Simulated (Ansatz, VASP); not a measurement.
# One calculation of Ru, two programs

```
Ru
1.0
     2.70580    0.00000    0.00000
    -1.35290    2.34329    0.00000
     0.00000    0.00000    4.28190
Ru
2
Direct
  0.28647 0.79469 0.25000
  0.66667 0.33333 0.75000
```

Alike in both runs: task single point; functional PBEsol; k mesh 24 × 24 × 12; occupations gaussian, width 0.15 eV; no spin polarisation.

|  | VASP | Ansatz |
| --- | --- | --- |
| version | VASP 6.6.1 | Ansatz 0.2.0 |
| potentials or method | VASP PAW PBE potentials, release 64 (Ru_pv), cutoff 520 eV | scalar-relativistic, plane waves, PAW |
| valence electrons in the cell | 28 | 32 |

|  | VASP | Ansatz | Ansatz less VASP |
| --- | --- | --- | --- |
| gap on the k mesh at the Fermi level (eV) | none | none | - |
| pressure (GPa) | 1.1 | 1.1 | +0.04 |
| traceless stress, the component that is largest in VASP (GPa) | 10.31 | 10.25 | -0.063 |
| rms of the force components (eV/Å) | 1.497 | 1.498 | +0.0008 |

VASP's potentials were made for PBE, not for PBEsol. Atom by atom the forces differ by 0.004 eV/Å (rms over components). A gap of «none» marks a metal or a gap that the smearing closes. VASP's potentials hold 28 valence electrons a cell and Ansatz's 32, so a difference there can come from the potentials and not from the codes.
